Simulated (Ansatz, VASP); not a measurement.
One calculation of W, two programs

Contents of INCAR:

```
PREC     = Accurate       # precision mode
ENCUT    = 520            # plane-wave cutoff, eV
EDIFF    = 1E-7           # SCF threshold, eV
ISMEAR   = 0              # smearing method
SIGMA    = 0.15           # smearing width, eV
LREAL    = F              # projectors in reciprocal space
LASPH    = T              # aspherical terms in the spheres
NELM     = 80             # most SCF steps
ALGO     = Fast           # electronic algorithm
ISIF     = 2              # what is computed and relaxed
LWAVE    = F              # write WAVECAR
LCHARG   = F              # write CHGCAR
NBANDS   = 13             # bands
```

Contents of KPOINTS:

```
Automatic mesh
0
Gamma
  22 22 22
```

POSCAR

```
W
1.0
    0.0000000000      2.0573968336      1.7629833467
    2.0573968336      0.0000000000      1.7629833467
    2.0573968336      2.0573968336      0.0000000000
W
1
Direct
    0.0000000000      0.0000000000      0.0000000000
```

Input for Ansatz:

```yaml
crystal:
  lattice:
    - [0.0, 2.0573968336, 1.7629833467]
    - [2.0573968336, 0.0, 1.7629833467]
    - [2.0573968336, 2.0573968336, 0.0]
  atoms:
    - { symbol: W, position: [0.0, 0.0, 0.0] }
basis:
  ecutwfc: 420
kpoints:
  mp_grid: { grid: [22, 22, 22] }
hamiltonian:
  xc: lda
  pseudopotentials: { kind: paw, azcp: { folder: soft_1 } }
scf:
  occupations: { method: gaussian, width: 0.15 }
output:
  forces: true
  stress: true
  eigenvalues: true
```

Alike in both runs: task single point; functional LDA; k mesh 22 × 22 × 22; occupations gaussian, width 0.15 eV; no spin polarisation.

|  | VASP | Ansatz |
| --- | --- | --- |
| version | VASP 6.6.1 | Ansatz 0.2.0 |
| potentials or method | VASP PAW LDA potentials, release 64 (W_sv), cutoff 520 eV | scalar-relativistic, plane waves, PAW |
| valence electrons in the cell | 14 | 14 |

```tsv
	VASP	Ansatz	Ansatz less VASP
gap on the k mesh at the Fermi level (eV)	none	none	-
pressure (GPa)	18.1	16.0	-2.13
traceless stress, the component that is largest in VASP (GPa)	-24.01	-23.89	+0.112
```

Ansatz warns that its potentials were made for another functional, while VASP's fit it. LDA's correlation is that of Perdew and Zunger in VASP and of Perdew and Wang (1992) in Ansatz. A gap of «none» marks a metal or a gap that the smearing closes.

Neither program's run includes spin-orbit coupling.
